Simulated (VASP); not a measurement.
# Ag (R-3m) in VASP: single point with PBEsol

Aim: the single point of Ag with PBEsol.

All numbers are computed with VASP 6.6.1; they aren't measurements. Logs are shortened: lines on timing, memory, paths and dates and some standing lists are left out, and cuts for length are marked.

**1. The cell of the first run**

The structure is trigonal, space group R-3m (No. 166). Conventional cell: a = 5.900 Å, b = 5.900 Å, c = 1.807 Å, α = 90.00°, β = 90.00°, γ = 120.00°. Ag (site symmetry -3m) has 2 Ag at 1.81 Å within 2.4 Å.

**2. Single point, PBEsol**

File INCAR:

```
  PREC = Accurate
  ENCUT = 630
  EDIFF = 1E-6
  ISMEAR = 0
  SIGMA = 0.15
  LREAL = False
  LASPH = True
  NELM = 120
  ALGO = Normal
  ISIF = 2
  LWAVE = False
  LCHARG = True
  GGA = PS
  LELF = True
  LVHAR = True
  NBANDS = 16
  GGA_COMPAT = False
```

File KPOINTS:

```
regular mesh
0
Gamma
  22 22 22
```

File POSCAR:

```
Ag
1.0
   -2.4336588803      1.7383277716      1.7383277716
    1.7383277716     -2.4336588803      1.7383277716
    1.7383277716      1.7383277716     -2.4336588803
Ag
1
Direct
    0.0000000000      0.0000000000      0.0000000000
```

Potentials or basis: VASP PAW PBE potentials, release 64 (Ag_sv_GW).

Run with:

```bash
> cat potpaw_PBE.64/Ag_sv_GW/POTCAR > POTCAR
> mpirun -np 1 vasp_std > vasp.out
```

OUTCAR:

```text
PREC = Accurate
   ENCUT = 630
   EDIFF = 1E-6
   ISMEAR = 0
   LREAL = False
   LASPH = True
   NELM = 120
   ISIF = 2
   GGA = PS

 ion  position               nearest neighbor table
   1  0.000  0.000  0.000-

  LATTYP: Found a trigonal (rhomboedric) cell.
 ALAT       =     3.4592285887
 COS(alpha) =    -0.4545454546

  Lattice vectors:

 A1 = (  -2.4336588803,   1.7383277716,   1.7383277716)
 A2 = (   1.7383277716,  -2.4336588803,   1.7383277716)
 A3 = (   1.7383277716,   1.7383277716,  -2.4336588803)

Analysis of symmetry for initial positions (statically):
=====================================================================
 Subroutine PRICEL returns:
 Original cell was already a primitive cell.

 Routine SETGRP: Setting up the symmetry group for a
 trigonal (rhombohedral) supercell.

 Subroutine GETGRP returns: Found 12 space group operations
 (whereof 12 operations were pure point group operations)
 out of a pool of 12 trial point group operations.

The static configuration has the point symmetry D_3d.

Analysis of symmetry for dynamics (positions and initial velocities):
=====================================================================
 Subroutine PRICEL returns:
 Original cell was already a primitive cell.

 Routine SETGRP: Setting up the symmetry group for a
 trigonal (rhombohedral) supercell.

 Subroutine GETGRP returns: Found 12 space group operations
 (whereof 12 operations were pure point group operations)
 out of a pool of 12 trial point group operations.

The dynamic configuration has the point symmetry D_3d.

 Subroutine INISYM returns: Found 12 space group operations
 (whereof 12 operations are pure point group operations),
 and found     1 'primitive' translations

----------------------------------------------------------------------------------------

                                     Primitive cell

  volume of cell :      18.1538

  direct lattice vectors                    reciprocal lattice vectors
    -2.433658880  1.738327772  1.738327772     0.159795973  0.399489933  0.399489933
     1.738327772 -2.433658880  1.738327772     0.399489933  0.159795973  0.399489933
     1.738327772  1.738327772 -2.433658880     0.399489933  0.399489933  0.159795973

  length of vectors
     3.459228589  3.459228589  3.459228589     0.587127895  0.587127895  0.587127895

  position of ions in fractional coordinates (direct lattice)
     0.000000000  0.000000000  0.000000000

  ion indices of the primitive-cell ions
   primitive index   ion index
                 1           1

----------------------------------------------------------------------------------------

 KPOINTS: regular mesh

Automatic generation of k-mesh.
 Grid dimensions read from file:
 generate k-points for:   22   22   22

 Generating k-lattice:

  Cartesian coordinates                     Fractional coordinates (reciprocal lattice)
     0.007263453  0.018158633  0.018158633     0.045454545 -0.000000000 -0.000000000
     0.018158633  0.007263453  0.018158633    -0.000000000  0.045454545 -0.000000000
     0.018158633  0.018158633  0.007263453    -0.000000000 -0.000000000  0.045454545

  Length of vectors
     0.026687632  0.026687632  0.026687632

  Shift w.r.t. Gamma in fractional coordinates (k-lattice)
     0.000000000  0.000000000  0.000000000

 Subroutine IBZKPT returns following result:
 ===========================================

 Found   1024 irreducible k-points:

 Following reciprocal coordinates:
            Coordinates               Weight
  0.000000  0.000000  0.000000      1.000000
  0.045455 -0.000000 -0.000000      6.000000
  0.090909 -0.000000 -0.000000      6.000000
  0.136364 -0.000000 -0.000000      6.000000
  0.181818  0.000000  0.000000      6.000000
  0.227273 -0.000000 -0.000000      6.000000
[... 16 lines left out ...]
  0.500000  0.045455 -0.000000     12.000000
 -0.454545  0.045455  0.000000     12.000000
 [... further k-points ...]
   k-points           NKPTS =   1024   k-points in BZ     NKDIM =   1024   number of bands    NBANDS=     16
   number of dos      NEDOS =    301   number of ions     NIONS =      1
   total plane-waves  NPLWV =  21952
   dimension x,y,z NGX =    28 NGY =   28 NGZ =   28
   dimension x,y,z NGXF=    56 NGYF=   56 NGZF=   56
   ions per type =               1
   NGX,Y,Z   is equivalent  to a cutoff of  13.46, 13.46, 13.46 a.u.
   NGXF,Y,Z  is equivalent  to a cutoff of  26.91, 26.91, 26.91 a.u.
 SYSTEM =  unknown system
   PREC   = accura    normal or accurate (medium, high low for compatibility)
   ISTART =      0    job   : 0-new  1-cont  2-samecut
   ICHARG =      2    charge: 1-file 2-atom 10-const
   ISPIN  =      1    spin polarized calculation?
   LNONCOLLINEAR =      F non collinear calculations
   LSORBIT =      F    spin-orbit coupling
   LASPH  =      T    aspherical Exc in radial PAW
   ENCUT  =  630.0 eV  46.30 Ry    6.80 a.u.   7.08  7.08  7.08*2*pi/ulx,y,z
   NELM   =    120;   NELMIN=  2; NELMDL= -5     # of ELM steps
   EDIFF  = 0.1E-05   stopping-criterion for ELM
   LREAL  =      F    real-space projection
[... 7 lines left out ...]
   TEBEG  =    0.0;   TEEND  =   0.0 temperature during run
   PSTRESS=    0.0 pullay stress
   NELECT =      19.0000    total number of electrons
   NUPDOWN=      -1.0000    fix difference up-down
   EMIN   =  10.00;   EMAX   =-10.00  energy-range for DOS
   EFERMI =   0.00;   METHOD = LEGACY
   ISMEAR =     0;   SIGMA  =   0.15  broadening in eV -4-tet -1-fermi 0-gaus
   EFERMI_NEDOS =   21; number of points for ismear=-14 and -15
   IALGO  =     38    algorithm
   IMIX   =      4    mixing-type and parameters
     AMIX     =   0.40;   BMIX     =  1.00
     AMIX_MAG =   1.60;   BMIX_MAG =  1.00
  volume/ion in A,a.u.               =      18.15       122.51
  Fermi-wavevector in a.u.,A,eV,Ry     =   1.662148  3.141005 37.589321  2.762737
  Thomas-Fermi vector in A             =   2.749089
   LORBIT       =      0    0 simple, 1 ext, 2 COOP (PROOUT), +10 PAW based schemes
   GGA     = PS    functional components
   LHFCALC =     F    Hartree Fock is set to
   AEXX    =    0.0000 exact exchange contribution
   IVDW    =     0    specifies the selected vdW correction
   LEPSILON=     F    determine dielectric tensor
   LRPA    =     F    only Hartree local field effects (RPA)
 non-spin polarized calculation
 Gauss-broadening in eV      SIGMA  =   0.15
  energy-cutoff  :      630.00
  volume of cell :       18.15
 maximum number of plane-waves:       668
   NGX = 15   NGY = 15   NGZ = 15

 number of electron      18.9999995 magnetization

 Free energy of the ion-electron system (eV)
  ---------------------------------------------------
  ext. energy  EPLUGINS =         0.00000000
  ---------------------------------------------------
  free energy    TOTEN  =         7.28929547 eV

  energy without entropy =        7.29398971  energy(sigma->0) =        7.29164259

 E-fermi :   6.6956     XC(G=0): -11.8871

 val. band max:        6.6925806927   @ k =   0.4545   0.4091   0.0909
 cond. band min:       6.6975796548   @ k =   0.1818   0.1364  -0.0000
 fundamental gap:      0.0049989621
 Fermi energy:         6.6955800358

 k-point     1 :       0.0000    0.0000    0.0000
  band No.  band energies     occupation
      1     -87.3801      2.00000
      2     -50.2190      2.00000
      3     -50.2190      2.00000
      4     -47.7134      2.00000
      5      -6.3768      2.00000
      6      -0.5399      2.00000
[... 8 lines left out ...]
     15      22.0549      0.00000
     16      25.6532      0.00000

 k-point     2 :       0.0455   -0.0000   -0.0000
  band No.  band energies     occupation
      1     -87.3517      2.00000
      2     -50.2004      2.00000
      3     -50.2003      2.00000
      4     -47.8781      2.00000
      5      -6.0851      2.00000
      6      -0.4194      2.00000
[... 8 lines left out ...]
     15      22.2044      0.00000
     16      25.7807      0.00000

 k-point     3 :       0.0909   -0.0000   -0.0000
  band No.  band energies     occupation
      1     -87.2684      2.00000
      2     -50.1457      2.00000
      3     -50.1454      2.00000
      4     -48.3505      2.00000
      5      -5.2423      2.00000
      6      -0.0541      2.00000
[... 8 lines left out ...]
     15      22.6660      0.00000
     16      26.2040      0.00000

 k-point     4 :       0.1364   -0.0000   -0.0000
  band No.  band energies     occupation
      1     -87.1350      2.00000
      2     -50.0589      2.00000
      3     -50.0580      2.00000
      4     -49.0719      2.00000
      5      -3.9441      2.00000
      6       0.4802      2.00000
[... 8 lines left out ...]
     15      23.4539      0.00000
     16      27.0123      0.00000

 k-point     5 :       0.1818    0.0000    0.0000
  band No.  band energies     occupation
      1     -86.9601      2.00000
      2     -49.9623      2.00000
      3     -49.9460      2.00000
      4     -49.9446      2.00000
      5      -2.3512      2.00000
      6       0.7541      2.00000
[... 8 lines left out ...]
     15      24.5353      0.00000
     16      28.2449      0.00000

 k-point     6 :       0.2273   -0.0000   -0.0000
  band No.  band energies     occupation
      1     -86.7555      2.00000
      2     -50.9351      2.00000
      3     -49.8154      2.00000
      4     -49.8134      2.00000
      5      -0.7118      2.00000
      6       0.5125      2.00000
[... 8 lines left out ...]
     15      25.8194      0.00000
     16      29.7366      0.00000
[... 267 lines left out ...]
 k-point    21 :       0.4091    0.0455   -0.0000
  band No.  band energies     occupation
      1     -85.8669      2.00000
      2     -54.5302      2.00000
      3     -49.2675      2.00000
      4     -49.2637      2.00000
      5      -4.1226      2.00000
      6      -3.9777      2.00000
[... 8 lines left out ...]
     15      26.7362      0.00000
     16      28.8731      0.00000

 k-point    22 :       0.4545    0.0455    0.0000
  band No.  band energies     occupation
      1     -85.8320      2.00000
      2     -54.6549      2.00000
      3     -49.2470      2.00000
      4     -49.2429      2.00000
      5      -4.2763      2.00000
      6      -4.1230      2.00000
[... 8 lines left out ...]
     15      27.1318      0.00000
     16      28.6464      0.00000

 k-point    23 :       0.5000    0.0455   -0.0000
  band No.  band energies     occupation
      1     -85.8668      2.00000
      2     -54.5302      2.00000
      3     -49.2681      2.00000
      4     -49.2639      2.00000
      5      -4.1412      2.00000
      6      -3.9800      2.00000
[... 8 lines left out ...]
     15      27.2309      0.00000
     16      28.9439      0.00000

 k-point    24 :      -0.4545    0.0455    0.0000
  band No.  band energies     occupation
      1     -85.9676      2.00000
      2     -54.1637      2.00000
      3     -49.3290      2.00000
      4     -49.3247      2.00000
      5      -3.7218      2.00000
      6      -3.5530      2.00000
[... 8 lines left out ...]
     15      27.0924      0.00000
     16      28.2086      0.00000

 [... further k-points ...]
[... 5 lines left out ...]
  --------------------------------------------------------------------------------------
  -------------------------------------------------------------------------------------
  Total       20.5892016     20.5892016     20.5892016     21.3025229     21.3025229     21.3025229
  in kB     1817.1105482   1817.1105482   1817.1105482   1880.0650838   1880.0650838   1880.0650838
  external PRESSURE =    1817.1105482 kB  Pullay stress =       0.0000000 kB

 VOLUME and BASIS-vectors are now :
 -----------------------------------------------------------------------------
  energy-cutoff  :      630.00
  volume of cell :       18.15
      direct lattice vectors                 reciprocal lattice vectors
    -2.433658880  1.738327772  1.738327772     0.159795973  0.399489933  0.399489933
     1.738327772 -2.433658880  1.738327772     0.399489933  0.159795973  0.399489933
     1.738327772  1.738327772 -2.433658880     0.399489933  0.399489933  0.159795973

 POSITION                                       TOTAL-FORCE (eV/Angst)
 -----------------------------------------------------------------------------------
      0.00000      0.00000      0.00000        -0.000000      0.000000     -0.000000
 -----------------------------------------------------------------------------------
    total drift:                               -0.000000     -0.000000      0.000000

  FREE ENERGIE OF THE ION-ELECTRON SYSTEM (eV)
  ---------------------------------------------------
  free  energy   TOTEN  =         7.2892954666 eV

  energy  without entropy=        7.2939897115  energy(sigma->0) =        7.29164259
```

Wall time 5.7 min (1 thread of Intel Xeon Platinum 8488C (Sapphire Rapids), shared host); peak memory 0.57 GiB.

What came out:

```yaml
Free_energy: 7.2893 eV
Pressure: 181.7 GPa
Band_gap_on_the_k_mesh: zero (an odd number of electrons rules out a gap without spin polarisation)
```

Caveat: atoms lie so close that the PAW spheres overlap strongly, which falsifies energies and pressures; the cell stands under pressure; the PAW data sets were made with another functional, which shifts forces and pressure a little.
